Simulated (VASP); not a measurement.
# Ti (I4/mmm) in VASP: a series of runs, part 2 of 2

VASP 6.6.1. The steps go on from the part before.

## 3. Single point, LDA (zz strain of +1 %)

INCAR reads:

```
ALGO = Normal ; EDIFF = 1E-6
ENCUT = 520 ; GGA = CA
ISIF = 2 ; ISMEAR = -1
LASPH = True ; LCHARG = True
LELF = True ; LREAL = False
LVHAR = True ; LWAVE = False
NBANDS = 12 ; NELM = 60
PREC = Accurate ; SIGMA = 0.05
```

KPOINTS reads:

```
k-points
0
Gamma
  14 14 14
```

POSCAR reads:

```
Ti
1.0
    0.0000000000      2.0300000000      2.0503000000
    2.0300000000      0.0000000000      2.0503000000
    2.0300000000      2.0300000000      0.0000000000
Ti
1
Direct
    0.0000000000      0.0000000000      0.0000000000
```

Potentials or basis: VASP PAW LDA potentials, release 64 (Ti_sv).

Run with:

```
$ cat potpaw_LDA.64/Ti_sv/POTCAR > POTCAR
$ mpirun -np 1 vasp_std > vasp.out
```

OUTCAR:

```text
EDIFF = 1E-6
   ENCUT = 520
   GGA = CA
   ISIF = 2
   ISMEAR = -1
   LASPH = True
   LREAL = False
   NELM = 60
   PREC = Accurate

 ion  position               nearest neighbor table
   1  0.000  0.000  0.000-

  LATTYP: Found a body centered tetragonal cell.
 ALAT       =     2.8708535316
 C/A-ratio  =     1.4283556980

  Lattice vectors:

 A1 = (  -2.0300000000,   0.0000000000,   2.0503000000)
 A2 = (   2.0300000000,   0.0000000000,   2.0503000000)
 A3 = (   0.0000000000,   2.0300000000,  -2.0503000000)

Analysis of symmetry for initial positions (statically):
[... 533 lines left out ...]
      9      10.5837      0.00000
     10      11.3457      0.00000
     11      22.2137      0.00000
     12      24.6759      0.00000

 [... further k-points ...]
[... 5 lines left out ...]
  --------------------------------------------------------------------------------------
  -------------------------------------------------------------------------------------
  Total       -0.6263016     -0.6263016     -0.6523851      0.0000000      0.0000000      0.0000000
  in kB      -59.3819692    -59.3819692    -61.8550430      0.0000000      0.0000000      0.0000000
  external PRESSURE =     -60.2063271 kB  Pullay stress =       0.0000000 kB

 VOLUME and BASIS-vectors are now :
 -----------------------------------------------------------------------------
  energy-cutoff  :      520.00
  volume of cell :       16.90
      direct lattice vectors                 reciprocal lattice vectors
     0.000000000  2.030000000  2.050300000    -0.246305419  0.246305419  0.243866751
     2.030000000  0.000000000  2.050300000     0.246305419 -0.246305419  0.243866751
     2.030000000  2.030000000  0.000000000     0.246305419  0.246305419 -0.243866751

 POSITION                                       TOTAL-FORCE (eV/Angst)
 -----------------------------------------------------------------------------------
      0.00000      0.00000      0.00000         0.000000      0.000000      0.000000
 -----------------------------------------------------------------------------------
    total drift:                                0.000000      0.000000     -0.000000

  FREE ENERGIE OF THE ION-ELECTRON SYSTEM (eV)
  ---------------------------------------------------
  free  energy   TOTEN  =        -8.4876578952 eV

  energy  without entropy=       -8.4725626115  energy(sigma->0) =       -8.48011025
```

OSZICAR:

```text
N       E                     dE             d eps       ncg     rms          rms(c)
DAV:   1     0.865169189032E+02    0.86517E+02   -0.65677E+03  5864   0.120E+03
DAV:   2    -0.524176421062E+01   -0.91759E+02   -0.89246E+02  5924   0.298E+02
DAV:   3    -0.941576636720E+01   -0.41740E+01   -0.41307E+01  8152   0.643E+01
DAV:   4    -0.950408856852E+01   -0.88322E-01   -0.88194E-01  6724   0.826E+00
DAV:   5    -0.950603986276E+01   -0.19513E-02   -0.19513E-02  6984   0.108E+00    0.836E+00
DAV:   6    -0.849872482555E+01    0.10073E+01   -0.20757E+00  6356   0.210E+01    0.218E+00
DAV:   7    -0.848105946080E+01    0.17665E-01   -0.91620E-02  7220   0.322E+00    0.125E+00
DAV:   8    -0.848733841136E+01   -0.62790E-02   -0.39193E-02  6080   0.259E+00    0.159E-01
DAV:   9    -0.848762648683E+01   -0.28808E-03   -0.29636E-03  7444   0.627E-01    0.778E-02
DAV:  10    -0.848766874942E+01   -0.42263E-04   -0.31483E-04  6304   0.207E-01    0.110E-02
DAV:  11    -0.848765894038E+01    0.98090E-05   -0.21225E-05  6928   0.660E-02    0.110E-02
DAV:  12    -0.848765788134E+01    0.10590E-05   -0.32075E-06  6480   0.227E-02    0.907E-04
DAV:  13    -0.848765789517E+01   -0.13824E-07   -0.84164E-08  3652   0.325E-03
   1 F= -.84876579E+01 E0= -.84801103E+01  d E =-.150953E-01
```

Run time: 42 s. Hardware: 1 thread of Intel Xeon Platinum 8375C at 2.90GHz (Ice Lake), shared host; peak memory 0.16 GiB.

Results:

```
Free energy            : -8.4877 eV
Pressure               : -6.0 GPa
Band gap on the k mesh : zero (bands 6 and 7 overlap by 1.26 eV)
```

Stress tensor (GPa, compression positive):
```
-5.94  0.00  0.00
 0.00 -5.94  0.00
 0.00  0.00 -6.19
```

Caveat: the cell differs from its parent crystal (zz strain of +1 %); the cell stands under tension.

## 4. Single point, LDA (zz strain of +2 %)

INCAR reads:

```
SYSTEM = Ti
PREC     = Accurate       ! precision mode
ENCUT    = 520            ! plane-wave cutoff, eV
EDIFF    = 1E-7           ! SCF threshold, eV
ISMEAR   = -1             ! smearing method
SIGMA    = 0.05           ! smearing width, eV
LREAL    = .FALSE.        ! projectors in reciprocal space
LASPH    = .TRUE.         ! aspherical terms in the spheres
NELM     = 80             ! most SCF steps
ALGO     = Normal         ! electronic algorithm
ISIF     = 2              ! what is computed and relaxed
LWAVE    = .FALSE.        ! write WAVECAR
LCHARG   = .TRUE.         ! write CHGCAR
LELF     = .TRUE.         ! ELF
LVHAR    = .TRUE.       
NBANDS   = 12             ! bands
```

KPOINTS reads:

```
Automatic mesh
0
G
  14 14 14
  0 0 0
```

POSCAR reads:

```
Ti
1.0
    0.0000000000      2.0300000000      2.0706000000
    2.0300000000      0.0000000000      2.0706000000
    2.0300000000      2.0300000000      0.0000000000
Ti
1
Direct
    0.0000000000      0.0000000000      0.0000000000
```

Run with:

```
$ cat potpaw_LDA.64/Ti_sv/POTCAR > POTCAR
$ mpirun -np 1 vasp_std > vasp.out
```

Wall time 50 s (1 thread of Intel Xeon Platinum 8375C at 2.90GHz (Ice Lake), shared host); peak memory 0.16 GiB.

Results (log left out):

| Property | Result |
| --- | --- |
| Free energy | -8.4807 eV |
| Pressure | -7.0 GPa |
| Band gap on the k mesh | zero (bands 6 and 7 overlap by 1.21 eV) |

Stress tensor (GPa, compression positive):
```
-6.82  0.00  0.00
 0.00 -6.82  0.00
 0.00  0.00 -7.33
```

Levels at points of the mesh, in eV from the Fermi level:
```
           k point  band 4  band 5  band 6  band 7  band 8  band 9
(0.00, 0.00, 0.00)  -32.19   -6.05    0.75    0.92    0.92    2.41
(0.50, 0.00, 0.00)  -32.28   -2.62    0.64    0.79    0.82    3.59
(0.50, 0.50, 0.00)  -32.43   -2.65   -1.74    2.76    3.61    3.92
(0.50, 0.00, 0.50)  -32.44   -2.63   -1.78    3.12    3.60    3.87
```

Caveat: the cell differs from its parent crystal (zz strain of +2 %); the cell stands under tension.

## 5. Single point, LDA (equal xx and yy strain of +1 %)

INCAR reads:

```
PREC = Accurate ; ENCUT = 520
EDIFF = 1E-7 ; ISMEAR = -1
SIGMA = 0.05 ; LREAL = F
LASPH = T ; NELM = 80
ALGO = Normal ; ISIF = 2
LWAVE = F ; LCHARG = T
LELF = T ; LVHAR = T
NBANDS = 12
```

KPOINTS reads:

```
regular mesh
0
Gamma
  14 14 14
```

POSCAR reads:

```
Ti
1.0
    0.0000000000      2.0503000000      2.0300000000
    2.0503000000      0.0000000000      2.0300000000
    2.0503000000      2.0503000000      0.0000000000
Ti
1
Direct
    0.0000000000      0.0000000000      0.0000000000
```

Run with:

```
$ cat potpaw_LDA.64/Ti_sv/POTCAR > POTCAR
$ mpirun -np 1 vasp_std > vasp.out
```

It took 65 s on 1 thread of Intel Xeon Platinum 8375C at 2.90GHz (Ice Lake), shared host; peak memory 0.16 GiB.

Results (log left out):

```
Free energy            : -8.4809 eV
Pressure               : -7.0 GPa
Band gap on the k mesh : zero (bands 6 and 7 overlap by 1.26 eV)
```

Stress tensor (GPa, compression positive):
```
-7.08  0.00  0.00
 0.00 -7.08  0.00
 0.00  0.00 -6.83
```

Levels at points of the mesh, in eV from the Fermi level:
| k point | band 3 | band 4 | band 5 | band 6 | band 7 | band 8 | band 9 | band 10 |
| --- | --- | --- | --- | --- | --- | --- | --- | --- |
| (0.00, 0.00, 0.00) | -32.20 | -32.19 | -6.05 | 0.83 | 0.83 | 0.91 | 2.46 | 2.55 |
| (0.50, 0.00, 0.00) | -32.29 | -32.28 | -2.62 | 0.68 | 0.77 | 0.79 | 3.61 | 3.65 |
| (0.50, 0.50, 0.00) | -32.46 | -32.46 | -2.63 | -1.78 | 3.12 | 3.60 | 3.93 | 3.93 |
| (0.50, 0.00, 0.50) | -32.45 | -32.44 | -2.64 | -1.76 | 2.94 | 3.60 | 3.90 | 3.96 |

Caveat: the cell differs from its parent crystal (equal xx and yy strain of +1 %); the cell stands under tension.

## 6. Overview

```tsv
cell	gap on the mesh (eV)	pressure (GPa)
a = 2.857, b = 2.857, c = 2.871 Å, angles 59.8, 59.8, 60.3°, 1 atom	none	-3.9
a = 2.885, b = 2.885, c = 2.871 Å, angles 60.2, 60.2, 59.7°, 1 atom	none	-6.0
a = 2.900, b = 2.900, c = 2.871 Å, angles 60.3, 60.3, 59.3°, 1 atom	none	-7.0
a = 2.885, b = 2.885, c = 2.900 Å, angles 59.8, 59.8, 60.3°, 1 atom	none	-7.0
```

Alike in all rows: task single point; level LDA; potentials or basis VASP PAW LDA potentials, release 64 (Ti_sv); no spin polarisation; k mesh 14 × 14 × 14; cutoff (eV) 520; smearing fermi-dirac 0.05 eV.

Caveats: the cell stands under tension.

Total energies depend on the potentials used, so only differences within one code and one set of settings carry meaning.
